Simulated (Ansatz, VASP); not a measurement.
# One calculation of WS2, two programs

```
CELL_PARAMETERS angstrom
3.18295 0.00000 0.00000
-1.59148 2.75652 0.00000
0.00000 0.00000 28.53222
ATOMIC_POSITIONS crystal
W 0.66667 0.33333 0.43436
W 0.66667 0.33333 0.88553
W 0.00000 0.00000 0.65929
S 0.66667 0.33333 0.60463
S 0.00000 0.00000 0.37971
S 0.00000 0.00000 0.83085
S 0.66667 0.33333 0.71395
S 0.00000 0.00000 0.48903
S 0.00000 0.00000 0.94019
```

Alike in both runs: functional r2SCAN; k mesh 7 × 7 × 1; occupations fermi-dirac, width 0.05 eV; no spin polarisation; Hubbard terms W d U = 2.0 eV.

```csv
,VASP,Ansatz
version,VASP 6.6.1,Ansatz 0.2.0
potentials or method,"VASP PAW PBE potentials, release 64 (W_sv, S)",Ansatz PAW
plane-wave cutoff (eV),520,500
valence electrons in the cell,78,78
task,single point,density of states
```

```csv
,VASP,Ansatz,Ansatz less VASP
gap on the k mesh at the Fermi level (eV),1.60,1.65,+0.053
least direct gap on the mesh (eV),2.50,2.44,-0.056
rms of the force components (eV/Å),0.084,0.009,-0.0750
```

VASP's potentials were made for PBE, not for r2SCAN. The programs project onto different local orbitals, so the same U acts differently, and such runs can settle in different states. Atom by atom the forces differ by 0.093 eV/Å (rms over components).

Neither program's run includes spin-orbit coupling. Noted on Ansatz's run: odd divisions of the mesh miss points on the zone boundary, where band edges often lie, so the gap on the mesh can be too wide.
